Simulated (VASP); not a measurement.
SrTl, 2 atoms in the cell. The structure is tetragonal, space group P4/mmm (No. 123). The conventional cell has a = 4.032 Å, b = 4.032 Å, c = 3.972 Å, α = 90.00°, β = 90.00°, γ = 90.00°. Sr (site symmetry 4/mmm) has 8 Tl at 3.47 Å and 6 Sr at 3.97 to 4.03 Å within 4.6 Å. Within 4.6 Å of Tl (site symmetry 4/mmm) lie 8 Sr at 3.47 Å and 6 Tl at 3.97 to 4.03 Å.  This cell differs from its parent crystal: strain +0.000 along x and y, -0.015 along z.

```yaml
Program: VASP 6.6.1
Task: single point
Functional: PBEsol
Potentials_or_basis: VASP PAW PBE potentials, release 64 (Sr_sv, Tl_d)
Cutoff: 520 eV
k_mesh: 12 × 12 × 12
Occupations: gaussian, width 0.15 eV
Spin: no spin polarisation
Dipole_correction: no
Further_INCAR_settings: ALGO = Fast; EDIFF = 1e-06; NBANDS = 18
```

Potentials or basis: VASP PAW PBE potentials, release 64 (Sr_sv, Tl_d).

The run is started by

```console
$ cat potpaw_PBE.64/Sr_sv/POTCAR potpaw_PBE.64/Tl_d/POTCAR > POTCAR
$ mpirun -np 1 vasp_std > vasp.out
```

Hardware: 1 thread of Intel(R) Xeon(R) 6975P-C (Granite Rapids), on a shared host.

Problem. Estimate the wall time of this run.

Solution. Wall time 100 s on 1 thread of Intel(R) Xeon(R) 6975P-C (Granite Rapids) (shared host), peak memory 0.35 GiB. Counts: scf iterations 14, k points 196.
